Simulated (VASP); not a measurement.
Input of a VASP 6.6.1 run:

File INCAR:

```
SYSTEM = Pt
ALGO     = Normal         ! electronic algorithm
EDIFF    = 1E-6           ! SCF threshold, eV
ENCUT    = 520            ! plane-wave cutoff, eV
ISIF     = 2              ! what is computed and relaxed
ISMEAR   = 0              ! smearing method
LASPH    = .True.         ! aspherical terms in the spheres
LCHARG   = .False.        ! write CHGCAR
LREAL    = .False.        ! projectors in reciprocal space
LWAVE    = .False.        ! write WAVECAR
NBANDS   = 11             ! bands
NELM     = 60             ! most SCF steps
PREC     = Accurate       ! precision mode
SIGMA    = 0.15           ! smearing width, eV
```

The input KPOINTS:

```
k-points
0
Gamma
  20 20 20
  0 0 0
```

Contents of POSCAR:

```
Pt
1.0
    0.0000000000      1.9468328700      1.9468328700
    1.7326812543      0.0000000000      1.9468328700
    1.7326812543      1.9468328700      0.0000000000
Pt
1
Direct
    0.0000000000      0.0000000000      0.0000000000
```

Potentials or basis: VASP PAW LDA potentials, release 64 (Pt).

Run with:

```sh
$ cat potpaw_LDA.64/Pt/POTCAR > POTCAR
$ mpirun -np 1 vasp_std > vasp.out
```

Q: Predict the pressure.

A: 51.6 GPa.

Q: Estimate the band gap on the k mesh.

A: Zero (bands 5 and 6 overlap by 3.42 eV).

Stress tensor (GPa, compression positive):
```
58.78  0.00  0.00
 0.00 48.03  0.00
 0.00  0.00 48.03
```

Caveat: the cell differs from its parent crystal (normal strain along x -0.1100, normal strain along z +0.0000); the cell stands under pressure; spin-orbit coupling is left out, which moves the levels of the heavy elements.
